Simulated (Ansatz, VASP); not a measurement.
## Mg3Cd2Te3 in VASP and in Ansatz

```
Mg Cd Te
1.0
    -3.02047    3.02047    6.16234
     3.02047   -3.02047    6.16234
     3.02047    3.02047   -6.16234
Mg Cd Te
3 2 3
Direct
  0.50000 0.50000 0.00000
  0.75000 0.25000 0.50000
  0.25000 0.75000 0.50000
  0.24945 0.24945 0.00000
  0.75055 0.75055 0.00000
  0.00000 0.00000 0.00000
  0.50000 0.00000 0.50000
  0.00000 0.50000 0.50000
```

Alike in both runs: functional PBE; k mesh 4 × 4 × 4; occupations gaussian, width 0.2 eV; no spin polarisation.

Ansatz relaxed the structure, and its values are those at the end. VASP's run is a single point on that final structure, the one shown.

|  | VASP | Ansatz |
| --- | --- | --- |
| version | VASP 6.6.1 | Ansatz 0.2.0 |
| potentials or method | VASP PAW PBE potentials, release 64 (Mg, Cd, Te), cutoff 520 eV | scalar-relativistic, plane waves, PAW |
| valence electrons in the cell | 48 | 118 |

```tsv
	VASP	Ansatz	Ansatz less VASP
gap on the k mesh at the Fermi level (eV)	none	none	-
pressure (GPa)	0.1	0.1	+0.02
rms of the force components (eV/Å)	0.003	0.001	-0.0029
```

A gap of «none» marks a metal or a gap that the smearing closes. VASP's potentials hold 48 valence electrons a cell and Ansatz's 118, so a difference there can come from the potentials and not from the codes.

The k mesh is coarse, so the values compare programs but aren't converged. Spin-orbit coupling is off throughout.
